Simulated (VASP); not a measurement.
# MgO (Fm-3m) in VASP: further runs, part 2 of 2

VASP 6.6.1. The steps go on from the part before.

**3. Single point, PBE**

INCAR reads:

```
SYSTEM = MgO
PREC     = Accurate       ! precision mode
ENCUT    = 600            ! plane-wave cutoff, eV
EDIFF    = 1E-6           ! SCF threshold, eV
ISMEAR   = 0              ! smearing method
SIGMA    = 0.01           ! smearing width, eV
LREAL    = .FALSE.        ! projectors in reciprocal space
LASPH    = .TRUE.         ! aspherical terms in the spheres
NELM     = 120            ! most SCF steps
ALGO     = Normal         ! electronic algorithm
ISIF     = 2              ! what is computed and relaxed
LWAVE    = .FALSE.        ! write WAVECAR
LCHARG   = .FALSE.        ! write CHGCAR
GGA      = PE             ! functional
NBANDS   = 11             ! bands
GGA_COMPAT= .FALSE.
```

KPOINTS reads:

```
Automatic mesh
0
G
  2 2 2
  0 0 0
```

POSCAR reads:

```
MgO
1.0
    0.0000000000      2.1055000000      2.1055000000
    2.1055000000      0.0000000000      2.1055000000
    2.1055000000      2.1055000000      0.0000000000
Mg O
1 1
Direct
    0.0000000000      0.0000000000      0.0000000000
    0.5000000000      0.5000000000      0.5000000000
```

Potentials or basis: VASP PAW PBE potentials, release 64 (Mg, O).

Launch:

```bash
$ cat potpaw_PBE.64/Mg/POTCAR potpaw_PBE.64/O/POTCAR > POTCAR
$ mpirun -np 1 vasp_std > vasp.out
```

OUTCAR:

```text
SYSTEM = MgO
   PREC = Accurate
   ENCUT = 600
   EDIFF = 1E-6
   ISMEAR = 0
   LREAL = .FALSE.
   LASPH = .TRUE.
   NELM = 120
   ISIF = 2
   GGA = PE

 ion  position               nearest neighbor table
   1  0.000  0.000  0.000-   2 2.11   2 2.11   2 2.11   2 2.11   2 2.11   2 2.11
   2  0.500  0.500  0.500-   1 2.11   1 2.11   1 2.11   1 2.11   1 2.11   1 2.11

  LATTYP: Found a face centered cubic cell.
 ALAT       =     4.2110000000

  Lattice vectors:

 A1 = (   0.0000000000,   2.1055000000,   2.1055000000)
 A2 = (   2.1055000000,   0.0000000000,   2.1055000000)
 A3 = (   2.1055000000,   2.1055000000,   0.0000000000)

Analysis of symmetry for initial positions (statically):
=====================================================================
 Subroutine PRICEL returns:
 Original cell was already a primitive cell.

 Routine SETGRP: Setting up the symmetry group for a
 face centered cubic supercell.

 Subroutine GETGRP returns: Found 48 space group operations
 (whereof 48 operations were pure point group operations)
 out of a pool of 48 trial point group operations.

The static configuration has the point symmetry O_h .

Analysis of symmetry for dynamics (positions and initial velocities):
=====================================================================
 Subroutine PRICEL returns:
 Original cell was already a primitive cell.

 Routine SETGRP: Setting up the symmetry group for a
 face centered cubic supercell.

 Subroutine GETGRP returns: Found 48 space group operations
 (whereof 48 operations were pure point group operations)
 out of a pool of 48 trial point group operations.

The dynamic configuration has the point symmetry O_h .

 Subroutine INISYM returns: Found 48 space group operations
 (whereof 48 operations are pure point group operations),
 and found     1 'primitive' translations

----------------------------------------------------------------------------------------

                                     Primitive cell

  volume of cell :      18.6679

  direct lattice vectors                    reciprocal lattice vectors
     0.000000000  2.105500000  2.105500000    -0.237473284  0.237473284  0.237473284
     2.105500000  0.000000000  2.105500000     0.237473284 -0.237473284  0.237473284
     2.105500000  2.105500000  0.000000000     0.237473284  0.237473284 -0.237473284

  length of vectors
     2.977626656  2.977626656  2.977626656     0.411315794  0.411315794  0.411315794

  position of ions in fractional coordinates (direct lattice)
     0.000000000  0.000000000  0.000000000
     0.500000000  0.500000000  0.500000000

  ion indices of the primitive-cell ions
   primitive index   ion index
                 1           1
                 2           2

----------------------------------------------------------------------------------------

 KPOINTS: Automatic mesh

Automatic generation of k-mesh.
 Grid dimensions read from file:
 generate k-points for:    2    2    2

 Generating k-lattice:

  Cartesian coordinates                     Fractional coordinates (reciprocal lattice)
    -0.118736642  0.118736642  0.118736642     0.500000000  0.000000000  0.000000000
     0.118736642 -0.118736642  0.118736642     0.000000000  0.500000000  0.000000000
     0.118736642  0.118736642 -0.118736642     0.000000000  0.000000000  0.500000000

  Length of vectors
     0.205657897  0.205657897  0.205657897

  Shift w.r.t. Gamma in fractional coordinates (k-lattice)
     0.000000000  0.000000000  0.000000000

 Subroutine IBZKPT returns following result:
 ===========================================

 Found      3 irreducible k-points:

 Following reciprocal coordinates:
            Coordinates               Weight
  0.000000  0.000000  0.000000      1.000000
  0.500000  0.000000  0.000000      4.000000
  0.500000  0.500000  0.000000      3.000000
   k-points           NKPTS =      3   k-points in BZ     NKDIM =      3   number of bands    NBANDS=     11
   number of dos      NEDOS =    301   number of ions     NIONS =      2
   total plane-waves  NPLWV =  13824
   dimension x,y,z NGX =    24 NGY =   24 NGZ =   24
   dimension x,y,z NGXF=    48 NGYF=   48 NGZF=   48
   ions per type =               1   1
   NGX,Y,Z   is equivalent  to a cutoff of  13.40, 13.40, 13.40 a.u.
   NGXF,Y,Z  is equivalent  to a cutoff of  26.80, 26.80, 26.80 a.u.
 SYSTEM =  MgO
   PREC   = accura    normal or accurate (medium, high low for compatibility)
   ISTART =      0    job   : 0-new  1-cont  2-samecut
   ICHARG =      2    charge: 1-file 2-atom 10-const
   ISPIN  =      1    spin polarized calculation?
   LNONCOLLINEAR =      F non collinear calculations
   LSORBIT =      F    spin-orbit coupling
   LASPH  =      T    aspherical Exc in radial PAW
   ENCUT  =  600.0 eV  44.10 Ry    6.64 a.u.   5.95  5.95  5.95*2*pi/ulx,y,z
   NELM   =    120;   NELMIN=  2; NELMDL= -5     # of ELM steps
   EDIFF  = 0.1E-05   stopping-criterion for ELM
   LREAL  =      F    real-space projection
   EDIFFG = 0.1E-04   stopping-criterion for IOM
   NSW    =      0    number of steps for IOM
   IBRION =     -1    ionic relax: 0-MD 1-quasi-New 2-CG
   NFREE  =      0    steps in history (QN), initial steepest desc. (CG)
   ISIF   =      2    stress and relaxation
   ISYM   =      2    0-nonsym 1-usesym 2-fastsym
   POTIM  = 0.5000    time-step for ionic-motion
   TEBEG  =    0.0;   TEEND  =   0.0 temperature during run
   PSTRESS=    0.0 pullay stress
   NELECT =       8.0000    total number of electrons
   NUPDOWN=      -1.0000    fix difference up-down
   EMIN   =  10.00;   EMAX   =-10.00  energy-range for DOS
   EFERMI =   0.00;   METHOD = LEGACY
   ISMEAR =     0;   SIGMA  =   0.01  broadening in eV -4-tet -1-fermi 0-gaus
   EFERMI_NEDOS =   21; number of points for ismear=-14 and -15
   IALGO  =     38    algorithm
   IMIX   =      4    mixing-type and parameters
     AMIX     =   0.40;   BMIX     =  1.00
     AMIX_MAG =   1.60;   BMIX_MAG =  1.00
  volume/ion in A,a.u.               =       9.33        62.99
  Fermi-wavevector in a.u.,A,eV,Ry     =   1.234259  2.332411 20.727046  1.523395
  Thomas-Fermi vector in A             =   2.368956
   LORBIT       =      0    0 simple, 1 ext, 2 COOP (PROOUT), +10 PAW based schemes
   GGA     = PE    functional components
   LHFCALC =     F    Hartree Fock is set to
   AEXX    =    0.0000 exact exchange contribution
   IVDW    =     0    specifies the selected vdW correction
   LEPSILON=     F    determine dielectric tensor
   LRPA    =     F    only Hartree local field effects (RPA)
 non-spin polarized calculation
 Gauss-broadening in eV      SIGMA  =   0.01
  energy-cutoff  :      600.00
  volume of cell :       18.67
 maximum number of plane-waves:       636
 NGX is ok and might be reduce to    24
   NGX = 11   NGY = 11   NGZ = 11

 number of electron       8.0000005 magnetization

 Free energy of the ion-electron system (eV)
  ---------------------------------------------------
  ext. energy  EPLUGINS =         0.00000000
  ---------------------------------------------------
  free energy    TOTEN  =       -11.03427545 eV

  energy without entropy =      -11.03427545  energy(sigma->0) =      -11.03427545

 E-fermi :   3.7700     XC(G=0): -10.9753

 val. band max:        3.6885176213   @ k =   0.0000   0.0000   0.0000
 cond. band min:       8.1732770684   @ k =   0.0000   0.0000   0.0000
 fundamental gap:      4.4847594472
 Fermi energy:         3.7700307565

 k-point     1 :       0.0000    0.0000    0.0000
  band No.  band energies     occupation
      1     -13.6445      2.00000
      2       3.6885      2.00000
      3       3.6885      2.00000
      4       3.6885      2.00000
      5       8.1733      0.00000
      6      19.0794      0.00000
      7      19.0794      0.00000
      8      19.0794      0.00000
      9      23.0870      0.00000
     10      24.7470      0.00000
     11      24.7470      0.00000

 k-point     2 :       0.5000    0.0000    0.0000
  band No.  band energies     occupation
      1     -12.3046      2.00000
      2      -1.1297      2.00000
      3       3.0053      2.00000
      4       3.0053      2.00000
      5      11.2678      0.00000
      6      16.2024      0.00000
      7      19.5627      0.00000
      8      19.5627      0.00000
      9      24.1435      0.00000
     10      25.8594      0.00000
     11      25.8594      0.00000

 k-point     3 :       0.5000    0.5000    0.0000
  band No.  band energies     occupation
      1     -12.0328      2.00000
      2      -0.5752      2.00000
      3       2.2718      2.00000
      4       2.2718      2.00000
      5      12.4331      0.00000
      6      13.2343      0.00000
      7      16.6929      0.00000
      8      22.3910      0.00000
      9      22.3910      0.00000
     10      28.6357      0.00000
     11      30.0832      0.00000

------------------------ aborting loop because EDIFF is reached ----------------------------------------

  FORCE on cell =-STRESS in cart. coord.  units (eV):
  Direction    XX          YY          ZZ          XY          YZ          ZX
  --------------------------------------------------------------------------------------
  -------------------------------------------------------------------------------------
  Total        0.9855529      0.9855529      0.9855529      0.0000000     -0.0000000      0.0000000
  in kB       84.5852817     84.5852817     84.5852817      0.0000000     -0.0000000      0.0000000
  external PRESSURE =      84.5852817 kB  Pullay stress =       0.0000000 kB

 VOLUME and BASIS-vectors are now :
 -----------------------------------------------------------------------------
  energy-cutoff  :      600.00
  volume of cell :       18.67
      direct lattice vectors                 reciprocal lattice vectors
     0.000000000  2.105500000  2.105500000    -0.237473284  0.237473284  0.237473284
     2.105500000  0.000000000  2.105500000     0.237473284 -0.237473284  0.237473284
     2.105500000  2.105500000  0.000000000     0.237473284  0.237473284 -0.237473284

 POSITION                                       TOTAL-FORCE (eV/Angst)
 -----------------------------------------------------------------------------------
      0.00000      0.00000      0.00000        -0.000000     -0.000000     -0.000000
      2.10550      2.10550      2.10550         0.000000      0.000000      0.000000
 -----------------------------------------------------------------------------------
    total drift:                               -0.000000     -0.000000      0.000000

  FREE ENERGIE OF THE ION-ELECTRON SYSTEM (eV)
  ---------------------------------------------------
  free  energy   TOTEN  =       -11.0342754505 eV

  energy  without entropy=      -11.0342754505  energy(sigma->0) =      -11.03427545
```

Run time: 2.9 s. Hardware: 1 thread of Intel Xeon 6975P-C (Granite Rapids), shared host; peak memory 0.13 GiB.

What came out:

* Free energy: -11.0343 eV
* Pressure: 8.5 GPa
* Band gap on the k mesh: 4.48 eV, direct

Caveat: the k points lie up to 1.29 Å⁻¹ apart.

**4. Single point, PBE**

This run uses another cell than the first one, of 9.71 Å³/atom, 1.040 times its volume.

INCAR reads:

```
SYSTEM = MgO
  PREC = Accurate
  ENCUT = 600
  EDIFF = 1E-6
  ISMEAR = 0
  SIGMA = 0.01
  LREAL = .False.
  LASPH = .True.
  NELM = 120
  ALGO = Normal
  ISIF = 2
  LWAVE = .False.
  LCHARG = .True.
  GGA = PE
  LELF = .True.
  LVHAR = .True.
  NBANDS = 11
  GGA_COMPAT = .False.
```

KPOINTS reads:

```
regular mesh
0
Gamma
  4 4 4
  0 0 0
```

POSCAR reads:

```
MgO
1.0
    0.0000000000      2.1332071247      2.1332071247
    2.1332071247      0.0000000000      2.1332071247
    2.1332071247      2.1332071247      0.0000000000
Mg O
1 1
Direct
    0.0000000000      0.0000000000      0.0000000000
    0.5000000000      0.5000000000      0.5000000000
```

Launch:

```bash
$ cat potpaw_PBE.64/Mg/POTCAR potpaw_PBE.64/O/POTCAR > POTCAR
$ mpirun -np 1 vasp_std > vasp.out
```

It took 3.3 s on 1 thread of Intel Xeon 6975P-C (Granite Rapids), shared host; peak memory 0.13 GiB.

It converged, with:

- Free energy: -11.9008 eV
- Pressure: -2.3 GPa
- Band gap on the k mesh: 4.35 eV, direct

Levels at points of the mesh, in eV from the valence-band top:
```
           k point  band 1  band 2  band 3  band 4  band 5  band 6  band 7  band 8  band 9
(0.00, 0.00, 0.00)  -17.07    0.00    0.00    0.00    4.35   15.57   15.57   15.57   19.39
(0.50, 0.00, 0.00)  -15.88   -4.46   -0.61   -0.61    7.65   12.17   15.90   15.90   20.31
(0.50, 0.50, 0.00)  -15.64   -3.93   -1.30   -1.30    9.06    9.54   12.69   18.38   18.38
```

Caveat: the k points lie up to 0.64 Å⁻¹ apart.

**5. Single point, PBE**

This run uses another cell than the first one, of 9.71 Å³/atom, 1.040 times its volume.

INCAR reads:

```
PREC = Accurate ; ENCUT = 600
EDIFF = 1E-6 ; ISMEAR = 0
SIGMA = 0.01 ; LREAL = False
LASPH = True ; NELM = 120
ALGO = Normal ; ISIF = 2
LWAVE = False ; LCHARG = False
GGA = PE ; NBANDS = 11
GGA_COMPAT = False
```

KPOINTS reads:

```
Automatic mesh
0
Gamma
  4 4 4
```

POSCAR is that of step 4.

Launch:

```bash
$ cat potpaw_PBE.64/Mg/POTCAR potpaw_PBE.64/O/POTCAR > POTCAR
$ mpirun -np 1 vasp_std > vasp.out
```

Run time: 3.5 s. Hardware: 1 thread of Intel Xeon 6975P-C (Granite Rapids), shared host; peak memory 0.13 GiB.

It converged, with:

- Free energy: -11.9008 eV
- Pressure: -2.3 GPa
- Band gap on the k mesh: 4.35 eV, direct

Levels at points of the mesh, in eV from the valence-band top:
```csv
k point,band 2,band 3,band 4,band 5,band 6,band 7
"(0.00, 0.00, 0.00)",0.00,0.00,0.00,4.35,15.57,15.57
"(0.50, 0.00, 0.00)",-4.46,-0.61,-0.61,7.65,12.17,15.90
"(0.50, 0.50, 0.00)",-3.93,-1.30,-1.30,9.06,9.54,12.69
```

Caveat: the k points lie up to 0.64 Å⁻¹ apart.

**6. Single point, PBE**

This run uses another cell than the first one, of 10.08 Å³/atom, 1.080 times its volume.

INCAR reads:

```
SYSTEM = MgO
PREC = Accurate
ENCUT = 600
EDIFF = 1E-6
ISMEAR = 0
SIGMA = 0.01
LREAL = .False.
LASPH = .True.
NELM = 120
ALGO = Normal
ISIF = 2
LWAVE = .False.
LCHARG = .True.
GGA = PE
LELF = .True.
LVHAR = .True.
NBANDS = 11
GGA_COMPAT = .False.
```

KPOINTS reads:

```
regular mesh
0
Gamma
  4 4 4
  0 0 0
```

POSCAR reads:

```
MgO
1.0
    0.0000000000      2.1602126134      2.1602126134
    2.1602126134      0.0000000000      2.1602126134
    2.1602126134      2.1602126134      0.0000000000
Mg O
1 1
Direct
    0.0000000000      0.0000000000      0.0000000000
    0.5000000000      0.5000000000      0.5000000000
```

Potentials or basis: VASP PAW PBE potentials, release 64 (Mg, O).

Launch:

```bash
$ cat potpaw_PBE.64/Mg/POTCAR potpaw_PBE.64/O/POTCAR > POTCAR
$ mpirun -np 1 vasp_std > vasp.out
```

OUTCAR:

```text
SYSTEM = MgO
   PREC = Accurate
   ENCUT = 600
   EDIFF = 1E-6
   ISMEAR = 0
   LREAL = .False.
   LASPH = .True.
   NELM = 120
   ISIF = 2
   GGA = PE

 ion  position               nearest neighbor table
   1  0.000  0.000  0.000-   2 2.16   2 2.16   2 2.16   2 2.16   2 2.16   2 2.16
   2  0.500  0.500  0.500-   1 2.16   1 2.16   1 2.16   1 2.16   1 2.16   1 2.16

  LATTYP: Found a face centered cubic cell.
 ALAT       =     4.3204252268

  Lattice vectors:

 A1 = (   0.0000000000,   2.1602126134,   2.1602126134)
 A2 = (   2.1602126134,   0.0000000000,   2.1602126134)
 A3 = (   2.1602126134,   2.1602126134,   0.0000000000)

Analysis of symmetry for initial positions (statically):
=====================================================================
 Subroutine PRICEL returns:
 Original cell was already a primitive cell.

 Routine SETGRP: Setting up the symmetry group for a
 face centered cubic supercell.

 Subroutine GETGRP returns: Found 48 space group operations
 (whereof 48 operations were pure point group operations)
 out of a pool of 48 trial point group operations.

The static configuration has the point symmetry O_h .

Analysis of symmetry for dynamics (positions and initial velocities):
[... 155 lines left out ...]
      5       6.6640      0.00000
      6      18.0066      0.00000
      7      18.0066      0.00000
      8      18.0066      0.00000
      9      21.7281      0.00000
     10      23.4152      0.00000
     11      23.4152      0.00000
[... 85 lines left out ...]
 k-point     8 :      -0.2500    0.5000    0.2500
  band No.  band energies     occupation
      1     -12.8638      2.00000
      2      -0.0739      2.00000
      3      -0.0739      2.00000
      4       1.0138      2.00000
      5      13.7777      0.00000
      6      13.7777      0.00000
      7      13.9017      0.00000
      8      17.1681      0.00000
      9      23.5694      0.00000
     10      23.5694      0.00000
     11      27.7069      0.00000

------------------------ aborting loop because EDIFF is reached ----------------------------------------

  FORCE on cell =-STRESS in cart. coord.  units (eV):
  Direction    XX          YY          ZZ          XY          YZ          ZX
  --------------------------------------------------------------------------------------
  -------------------------------------------------------------------------------------
  Total       -0.9220755     -0.9220755     -0.9220755      0.0000000      0.0000000      0.0000000
  in kB      -73.2752924    -73.2752924    -73.2752924      0.0000000      0.0000000      0.0000000
  external PRESSURE =     -73.2752924 kB  Pullay stress =       0.0000000 kB

 VOLUME and BASIS-vectors are now :
 -----------------------------------------------------------------------------
  energy-cutoff  :      600.00
  volume of cell :       20.16
      direct lattice vectors                 reciprocal lattice vectors
     0.000000000  2.160212613  2.160212613    -0.231458699  0.231458699  0.231458699
     2.160212613  0.000000000  2.160212613     0.231458699 -0.231458699  0.231458699
     2.160212613  2.160212613  0.000000000     0.231458699  0.231458699 -0.231458699

 POSITION                                       TOTAL-FORCE (eV/Angst)
 -----------------------------------------------------------------------------------
      0.00000      0.00000      0.00000         0.000000      0.000000      0.000000
      2.16021      2.16021      2.16021         0.000000      0.000000     -0.000000
 -----------------------------------------------------------------------------------
    total drift:                               -0.000000     -0.000000      0.000000

  FREE ENERGIE OF THE ION-ELECTRON SYSTEM (eV)
  ---------------------------------------------------
  free  energy   TOTEN  =       -11.8800909440 eV

  energy  without entropy=      -11.8800909440  energy(sigma->0) =      -11.88009094
```

It took 3.6 s on 1 thread of Intel Xeon 6975P-C (Granite Rapids), shared host; peak memory 0.13 GiB.

What came out:

| Property | Result |
| --- | --- |
| Free energy | -11.8801 eV |
| Pressure | -7.3 GPa |
| Band gap on the k mesh | 4.01 eV, direct |

Levels at points of the mesh, in eV from the valence-band top:
| k point | band 2 | band 3 | band 4 | band 5 | band 6 | band 7 |
| --- | --- | --- | --- | --- | --- | --- |
| (0.00, 0.00, 0.00) | 0.00 | 0.00 | 0.00 | 4.01 | 15.35 | 15.35 |
| (0.50, 0.00, 0.00) | -4.30 | -0.57 | -0.57 | 7.41 | 11.75 | 15.52 |
| (0.50, 0.50, 0.00) | -3.79 | -1.25 | -1.25 | 9.01 | 9.15 | 12.30 |

Caveat: the k points lie up to 0.63 Å⁻¹ apart.

**7. Summary**

| cell | k mesh | gap on the mesh (eV) | pressure (GPa) |
| --- | --- | --- | --- |
| a = 2.978 Å, angles 60.0°, 2 atoms | 2 × 2 × 2 | 4.48 | 8.5 |
| a = 3.017 Å, angles 60.0°, 2 atoms | 4 × 4 × 4 | 4.35 | -2.3 |
| a = 3.055 Å, angles 60.0°, 2 atoms | 4 × 4 × 4 | 4.01 | -7.3 |

Alike in all rows: task single point; level PBE; potentials or basis VASP PAW PBE potentials, release 64 (Mg, O); no spin polarisation; cutoff (eV) 600; smearing gaussian 0.01 eV.

Caveats: all runs use coarse meshes.

Absolute energies hang on the potentials; compare differences alone.
